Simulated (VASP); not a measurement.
A run of VASP 6.6.1 is set up as follows.

File INCAR:

```
ALGO = Normal
EDIFF = 1E-6
EDIFFG = -0.08
ENCUT = 520
GGA = PE
IBRION = 2
ISIF = 2
ISMEAR = -1
ISPIN = 2
IVDW = 12
KPAR = 2
LASPH = True
LCHARG = False
LORBIT = 11
LREAL = Auto
LWAVE = False
MAGMOM = 0 0 0 0 0 0 0 0 0 0 0 0 0 0 0 0 1
NELM = 150
NSW = 45
PREC = Accurate
SIGMA = 0.05
```

The input KPOINTS:

```
k-points
0
Gamma
  2 2 2
```

POSCAR

```
Si16B
1.0
    0.0000000000      5.4300000000      5.4300000000
    5.4300000000      0.0000000000      5.4300000000
    5.4300000000      5.4300000000      0.0000000000
Si B
16 1
Direct
    0.0000000000      0.0000000000      0.0000000000
    0.1250000000      0.1250000000      0.1250000000
    0.0000000000      0.0000000000      0.5000000000
    0.1250000000      0.1250000000      0.6250000000
    0.0000000000      0.5000000000      0.0000000000
    0.1250000000      0.6250000000      0.1250000000
    0.0000000000      0.5000000000      0.5000000000
    0.1250000000      0.6250000000      0.6250000000
    0.5000000000      0.0000000000      0.0000000000
    0.6250000000      0.1250000000      0.1250000000
    0.5000000000      0.0000000000      0.5000000000
    0.6250000000      0.1250000000      0.6250000000
    0.5000000000      0.5000000000      0.0000000000
    0.6250000000      0.6250000000      0.1250000000
    0.5000000000      0.5000000000      0.5000000000
    0.6250000000      0.6250000000      0.6250000000
    0.8152241000      0.3210276000      0.8117742000
```

Potentials or basis: VASP PAW PBE potentials, release 64 (Si, B).

Launch:

```sh
$ cat potpaw_PBE.64/Si/POTCAR potpaw_PBE.64/B/POTCAR > POTCAR
$ mpirun -np 4 vasp_std > vasp.out
```

Task: Estimate the energy gained by relaxing.

Result: 8.3 meV/atom.

Task: Estimate the net moment.

Result: 0.00 μB per cell.

Final structure:
```
Si B
1.0
     0.00000    5.43000    5.43000
     5.43000    0.00000    5.43000
     5.43000    5.43000    0.00000
Si B
16 1
Direct
  0.00048 0.00593 0.00062
  0.12608 0.12585 0.12595
  0.99905 0.99933 0.49893
  0.11926 0.12443 0.62460
  0.99805 0.49802 0.99808
  0.12269 0.62308 0.12240
  0.00129 0.50111 0.50538
  0.12617 0.62643 0.62592
  0.49909 0.99932 0.99908
  0.62471 0.12456 0.11926
  0.50205 0.00235 0.50190
  0.62671 0.12663 0.62674
  0.50566 0.50076 0.00107
  0.62589 0.62636 0.12600
  0.49907 0.49900 0.49891
  0.62415 0.61945 0.62418
  0.81482 0.31843 0.81275
```

Caveat: the k points lie up to 0.50 Å⁻¹ apart.
